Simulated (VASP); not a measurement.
A run of VASP 6.6.1 is set up as follows.

INCAR

```
  PREC = Accurate
  ENCUT = 520
  EDIFF = 1E-7
  ISMEAR = 0
  SIGMA = 0.1
  LREAL = False
  LASPH = True
  NELM = 100
  ALGO = Normal
  ISIF = 2
  LWAVE = False
  LCHARG = False
  GGA = PS
  NBANDS = 10
```

KPOINTS

```
regular mesh
0
Gamma
  12 12 18
```

Contents of POSCAR:

```
I
1.0
    2.4737456588     -3.7526241520     -0.0084019272
    2.4737456588      3.7526241520     -0.0084019272
   -1.5875050061      0.0000000000      2.5852369366
I
1
Direct
    0.5000000000      0.5000000000      0.5000000000
```

Potentials or basis: VASP PAW PBE potentials, release 64 (I).

Launch:

```sh
$ cat potpaw_PBE.64/I/POTCAR > POTCAR
$ mpirun -np 1 vasp_std > vasp.out
```

Question: Estimate the pressure.

Answer: -2.5 GPa.

Stress tensor (GPa, compression positive):
```
-2.46  0.00  2.00
 0.00 -0.36  0.00
 2.00  0.00 -4.75
```

Caveat: the cell differs from its parent crystal (strained); the PAW data sets were made with another functional, which shifts forces and pressure a little; an odd number of electrons without spin polarisation forces a metal; a magnetic or distorted state may lie lower.
